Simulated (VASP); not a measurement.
# B18N17 (a cell with a defect) in VASP: single point with PBEsol

Aim: the single point of B18N17 (a cell with a defect) with PBEsol.

Everything below comes from runs of VASP 6.6.1. Logs are shortened: lines on timing, memory, paths and dates and some standing lists are left out, and cuts for length are marked.

## 1. The cell of the first run

The cell holds a defect, 35 atoms: a = 7.620 Å, b = 7.620 Å, c = 6.598 Å, α = 90.00°, β = 90.00°, γ = 120.00°.

## 2. Single point, PBEsol, collinear spin

The input, INCAR:

```
SYSTEM = B18N17
PREC = Accurate
ENCUT = 520
EDIFF = 1E-7
ISMEAR = 0
SIGMA = 0.05
LREAL = Auto
LASPH = .True.
NELM = 150
ALGO = Normal
ISIF = 2
LWAVE = .False.
LCHARG = .False.
ISPIN = 2
MAGMOM = 0 0 0 0 0 0 0 0 0 0 0 0 0 0 0 0 0 0 0 0 0 0 1 0 0 0 0 0 0 0 0 0 0 0 0
LORBIT = 11
GGA = PS
NBANDS = 96
NELECT = 137.0
```

The input, KPOINTS:

```
Automatic mesh
0
Gamma
  2 2 2
  0 0 0
```

The input, POSCAR:

```
B18N17
1.0
    7.6200000000      0.0000000000      0.0000000000
   -3.8100000000      6.5991140000      0.0000000000
    0.0000000000      0.0000000000      6.5980000000
B N
18 17
Direct
    0.1115439252      0.2235553240      0.2506412915
    0.2219251922      0.1114012133      0.7505686123
    0.1116429023      0.5569342811      0.2505877791
    0.2219160972      0.4427946902      0.7504875421
    0.1116490628      0.8902837736      0.2506813762
    0.2235516091      0.7779023944      0.7505052660
    0.4448229859      0.2234595421      0.2506065274
    0.5554159618      0.1097702054      0.7505340630
    0.4448149416      0.5569258471      0.2505927714
    0.5514336394      0.4418482912      0.7504810505
    0.4448699595      0.8902242253      0.2506532553
    0.5553963789      0.7779131807      0.7504614169
    0.7781678742      0.2234602206      0.2506389027
    0.8905205562      0.1114114974      0.7505702800
    0.7782120925      0.5569057440      0.2506052556
    0.8914361003      0.4418714924      0.7505391860
    0.7781704952      0.8902886279      0.2506582448
    0.8914989737      0.7819434058      0.7505094271
    0.1114540120      0.2218587167      0.7505609425
    0.2226746522      0.1124430750      0.2506839455
    0.1091731064      0.5554877244      0.7504997011
    0.2226622077      0.4458013147      0.2505743985
    0.1092068419      0.8859718275      0.7505609028
    0.2226255798      0.7791039220      0.2506510353
    0.4473519504      0.2241269213      0.7505361576
    0.5560000751      0.1124700466      0.2506383500
    0.4473511035      0.5554920862      0.7504222500
    0.5560102084      0.4457997687      0.2505601291
    0.4447868075      0.8885290197      0.7504892834
    0.5559966230      0.7791053408      0.2506466106
    0.7778314323      0.2241377425      0.7505779280
    0.8892950757      0.1124414083      0.2506659091
    0.8893101957      0.4458005543      0.2505939859
    0.7778118588      0.8859649777      0.7505320161
    0.8893149217      0.7791069969      0.2506651065
```

Potentials or basis: VASP PAW PBE potentials, release 64 (B, N).

The run is started by

```sh
cat potpaw_PBE.64/B/POTCAR potpaw_PBE.64/N/POTCAR > POTCAR
mpirun -np 1 vasp_std > vasp.out
```

OUTCAR:

```text
SYSTEM = B18N17
   PREC = Accurate
   ENCUT = 520
   EDIFF = 1E-7
   ISMEAR = 0
   LREAL = Auto
   LASPH = .True.
   NELM = 150
   ISIF = 2
   ISPIN = 2
   LORBIT = 11
   GGA = PS
   NELECT = 137.0

 ion  position               nearest neighbor table
   1  0.112  0.224  0.251-  20 1.47  22 1.47  32 1.47
   2  0.222  0.111  0.751-  19 1.46  25 1.49  23 1.49
   3  0.112  0.557  0.251-  22 1.47  24 1.47  33 1.47
   4  0.222  0.443  0.750-  19 1.46  27 1.49  21 1.49
   5  0.112  0.890  0.251-  24 1.47  20 1.47  35 1.47
   6  0.224  0.778  0.751-  29 1.46  23 1.47  21 1.47
   7  0.445  0.223  0.251-  20 1.47  26 1.47  28 1.47
   8  0.555  0.110  0.751-  29 1.46  31 1.47  25 1.47
   9  0.445  0.557  0.251-  22 1.47  30 1.47  28 1.47
  10  0.551  0.442  0.750-  25 1.44  27 1.44
  11  0.445  0.890  0.251-  24 1.47  30 1.47  26 1.47
  12  0.555  0.778  0.750-  29 1.46  34 1.47  27 1.47
  13  0.778  0.223  0.251-  32 1.47  26 1.47  33 1.47
  14  0.891  0.111  0.751-  19 1.46  31 1.49  34 1.49
  15  0.778  0.557  0.251-  35 1.47  28 1.47  33 1.47
  16  0.891  0.442  0.751-  31 1.44  21 1.44
  17  0.778  0.890  0.251-  32 1.47  30 1.47  35 1.47
[... 4 lines left out ...]
  22  0.223  0.446  0.251-   3 1.47   9 1.47   1 1.47
  23  0.109  0.886  0.751-  18 1.44   6 1.47   2 1.49
  24  0.223  0.779  0.251-   5 1.47   3 1.47  11 1.47
[... 9 lines left out ...]
  34  0.778  0.886  0.751-  18 1.44  12 1.47  14 1.49
  35  0.889  0.779  0.251-  15 1.47  17 1.47   5 1.47

  LATTYP: Found a hexagonal cell.
 ALAT       =     7.6200000000
 C/A-ratio  =     0.8658792651

  Lattice vectors:

 A1 = (   7.6200000000,   0.0000000000,   0.0000000000)
 A2 = (  -3.8100000000,   6.5991140000,   0.0000000000)
 A3 = (   0.0000000000,   0.0000000000,   6.5980000000)

Analysis of symmetry for initial positions (statically):
=====================================================================
 Subroutine PRICEL returns:
 Original cell was already a primitive cell.

 Routine SETGRP: Setting up the symmetry group for a
 hexagonal supercell.

 Subroutine GETGRP returns: Found  1 space group operations
 (whereof  1 operations were pure point group operations)
 out of a pool of 24 trial point group operations.

The static configuration has the point symmetry C_1 .

Analysis of symmetry for dynamics (positions and initial velocities):
=====================================================================
 Subroutine PRICEL returns:
 Original cell was already a primitive cell.

 Routine SETGRP: Setting up the symmetry group for a
 hexagonal supercell.
[... 212 lines left out ...]
  ---------------------------------------------------
  ext. energy  EPLUGINS =         0.00000000
  ---------------------------------------------------
  free energy    TOTEN  =      -318.71001741 eV

  energy without entropy =     -318.70217558  energy(sigma->0) =     -318.70609650

 E-fermi :   1.7127     XC(G=0): -10.0553

 val. band max:        1.6983465099   @ k =   0.0000   0.0000   0.5000
 cond. band min:       1.7461057069   @ k =   0.0000   0.0000   0.0000
 fundamental gap:      0.0477591970
 Fermi energy:         1.7127041001

 spin component 1

 k-point     1 :       0.0000    0.0000    0.0000
  band No.  band energies     occupation
      1     -15.6030      1.00000
      2     -15.2988      1.00000
      3     -13.8779      1.00000
      4     -13.8773      1.00000
      5     -13.8188      1.00000
      6     -13.8182      1.00000
[... 653 lines left out ...]
     79       7.2471      0.00000
     80       7.2555      0.00000
 Fermi energy:         1.7127041001

 spin component 2

 k-point     1 :       0.0000    0.0000    0.0000
  band No.  band energies     occupation
      1     -15.6030      1.00000
      2     -15.2988      1.00000
      3     -13.8779      1.00000
      4     -13.8773      1.00000
      5     -13.8188      1.00000
      6     -13.8182      1.00000
[... 653 lines left out ...]
     79       7.2471      0.00000
     80       7.2555      0.00000
 [bands above 80 left out]

------------------------ aborting loop because EDIFF is reached ----------------------------------------

  FORCE on cell =-STRESS in cart. coord.  units (eV):
  Direction    XX          YY          ZZ          XY          YZ          ZX
  --------------------------------------------------------------------------------------
  -------------------------------------------------------------------------------------
  Total      -46.7275134    -46.6831193    -14.2501452      0.0098161      0.0003366     -0.0013379
  in kB     -225.6474028   -225.4330239    -68.8140244      0.0474018      0.0016255     -0.0064608
  external PRESSURE =    -173.2981504 kB  Pullay stress =       0.0000000 kB

 VOLUME and BASIS-vectors are now :
 -----------------------------------------------------------------------------
  energy-cutoff  :      520.00
  volume of cell :      331.78
      direct lattice vectors                 reciprocal lattice vectors
     7.620000000  0.000000000  0.000000000     0.131233596  0.075767747  0.000000000
    -3.810000000  6.599114000  0.000000000     0.000000000  0.151535494  0.000000000
     0.000000000  0.000000000  6.598000000     0.000000000  0.000000000  0.151561079

 POSITION                                       TOTAL-FORCE (eV/Angst)
 -----------------------------------------------------------------------------------
     -0.00178      1.47527      1.65373        -0.001014     -0.000598     -0.000410
      1.26663      0.73515      4.95225         0.008961     -0.002094     -0.001131
     -1.27120      3.67527      1.65338        -0.003578     -0.003146      0.001111
      0.00395      2.92205      4.95172        -0.001306      0.008565      0.000710
     -2.54122      5.87508      1.65400        -0.002550     -0.004042     -0.000865
     -1.26034      5.13347      4.95183        -0.007950     -0.001490      0.000514
[... 27 lines left out ...]
      2.55140      5.84658      4.95201        -0.008863     -0.004598     -0.000816
      3.80818      5.14142      1.65389        -0.000184      0.000994     -0.000588
 -----------------------------------------------------------------------------------
    total drift:                               -0.006208     -0.014465      0.006366

  FREE ENERGIE OF THE ION-ELECTRON SYSTEM (eV)
  ---------------------------------------------------
  free  energy   TOTEN  =      -318.7100174122 eV

  energy  without entropy=     -318.7021755805  energy(sigma->0) =     -318.70609650

 total charge

# of ion       s       p       d       tot
------------------------------------------
    1        0.720   1.353   0.000   2.074
    2        0.710   1.315   0.000   2.025
    3        0.720   1.355   0.000   2.075
    4        0.710   1.315   0.000   2.025
    5        0.720   1.355   0.000   2.075
    6        0.722   1.342   0.000   2.065
[... 27 lines left out ...]
   34        1.214   2.729   0.000   3.943
   35        1.218   2.717   0.000   3.935
--------------------------------------------------
tot         33.550  69.972   0.000 103.523

 magnetization (x)

# of ion       s       p       d       tot
------------------------------------------
    1        0.000   0.000   0.000   0.000
    2       -0.000  -0.000   0.000  -0.000
    3       -0.000   0.000   0.000   0.000
    4        0.000   0.000   0.000   0.000
    5       -0.000  -0.000   0.000  -0.000
    6       -0.000  -0.000   0.000  -0.000
[... 27 lines left out ...]
   34       -0.000  -0.000   0.000  -0.000
   35        0.000   0.000   0.000   0.000
--------------------------------------------------
tot         -0.000  -0.000   0.000  -0.000
```

stdout:

```text
POSCAR found type information on POSCAR B N
 POSCAR found :  2 types and      35 ions
 scaLAPACK will be used
 -----------------------------------------------------------------------------
|                                                                             |
|                                                                             |
|     You enforced a specific xc type in the INCAR file but a different       |
|     I HOPE YOU KNOW WHAT YOU ARE DOING!                                     |
|                                                                             |
 -----------------------------------------------------------------------------

 LDA part: xc-table for (Slater+PW92), standard interpolation
 POSCAR, INCAR and KPOINTS ok, starting setup
 FFT: planning ... GRIDC
 FFT: planning ... GRID_SOFT
 FFT: planning ... GRID
 WAVECAR not read
 entering main loop
 the old and the new charge density differ
 old charge density:   139.00000 new  137.00000
    0.315E+01
```

Run time: 35 min. Hardware: 1 thread of Oxide Virtual Turin-like, shared host; peak memory 0.71 GiB.

Results:

- Free energy: -318.7100 eV
- Largest force: 0.035 eV/Å
- Net moment: 0.00 μB per cell
- Valence electrons inside the program's atomic spheres: B 2.07, 2.02, 2.08, 2.06, 1.86 (each value once); N 3.96, 3.94 (each value once)

Forces in eV/Å, atoms in the order of the input:
```
B   -0.001 -0.001  0.000
B    0.009 -0.002 -0.001
B   -0.004 -0.003  0.001
B   -0.001  0.009  0.001
B   -0.003 -0.004 -0.001
B   -0.008 -0.001  0.001
B    0.002  0.001  0.001
B   -0.002  0.008  0.000
B    0.004  0.001  0.000
B    0.026  0.018  0.000
B    0.001 -0.001  0.000
B    0.009 -0.004  0.002
B   -0.001  0.001 -0.001
B   -0.006 -0.003  0.000
B    0.000 -0.002  0.000
B   -0.025  0.017  0.000
B    0.000 -0.007  0.000
B   -0.001 -0.035  0.001
N   -0.001  0.002  0.000
N    0.000  0.000 -0.002
N   -0.001  0.011  0.000
N   -0.001  0.000  0.001
N    0.009 -0.006  0.000
N    0.001  0.002 -0.001
N    0.011 -0.006  0.001
N   -0.002 -0.001  0.000
N    0.002  0.012  0.002
N   -0.001 -0.001  0.001
N   -0.001  0.002  0.000
N    0.001  0.000 -0.001
N   -0.012 -0.005 -0.001
N    0.000  0.002 -0.001
N    0.002 -0.001  0.001
N   -0.009 -0.005 -0.001
N    0.000  0.001 -0.001
```

Levels at points of the mesh, in eV from the Fermi level:
Spin up:
| k point | band 67 | band 68 | band 69 | band 70 | band 71 | band 72 |
| --- | --- | --- | --- | --- | --- | --- |
| (0.00, 0.00, 0.00) | -0.10 | 0.03 | 0.03 | 3.91 | 4.72 | 4.73 |
| (0.50, 0.00, 0.00) | -0.30 | -0.30 | -0.26 | 3.74 | 3.89 | 4.40 |
| (0.00, 0.50, 0.00) | -0.30 | -0.30 | -0.26 | 3.74 | 3.89 | 4.38 |
| (0.50, 0.50, 0.00) | -0.30 | -0.30 | -0.26 | 3.74 | 3.89 | 4.42 |
| (0.00, 0.00, 0.50) | -0.01 | 0.12 | 0.12 | 3.77 | 4.65 | 4.65 |
| (0.50, 0.00, 0.50) | -0.83 | -0.75 | -0.37 | 3.32 | 4.01 | 4.55 |
| (0.00, 0.50, 0.50) | -0.83 | -0.75 | -0.37 | 3.32 | 4.00 | 4.55 |
| (0.50, 0.50, 0.50) | -0.83 | -0.75 | -0.37 | 3.32 | 4.01 | 4.55 |
Spin down:
```tsv
k point	band 67	band 68	band 69	band 70	band 71	band 72
(0.00, 0.00, 0.00)	-0.10	0.03	0.03	3.91	4.72	4.73
(0.50, 0.00, 0.00)	-0.30	-0.30	-0.26	3.74	3.89	4.40
(0.00, 0.50, 0.00)	-0.30	-0.30	-0.26	3.74	3.89	4.38
(0.50, 0.50, 0.00)	-0.30	-0.30	-0.26	3.74	3.89	4.42
(0.00, 0.00, 0.50)	-0.01	0.12	0.12	3.77	4.65	4.65
(0.50, 0.00, 0.50)	-0.83	-0.75	-0.37	3.32	4.01	4.55
(0.00, 0.50, 0.50)	-0.83	-0.75	-0.37	3.32	4.00	4.55
(0.50, 0.50, 0.50)	-0.83	-0.75	-0.37	3.32	4.01	4.55
```

Caveat: the k points lie up to 0.48 Å⁻¹ apart; the cell carries a net charge on a neutralising background, which shifts energy and pressure; the cell is charged against a uniform background, so pressure and absolute levels hang on convention; the PAW data sets were made with another functional, which shifts forces and pressure a little.
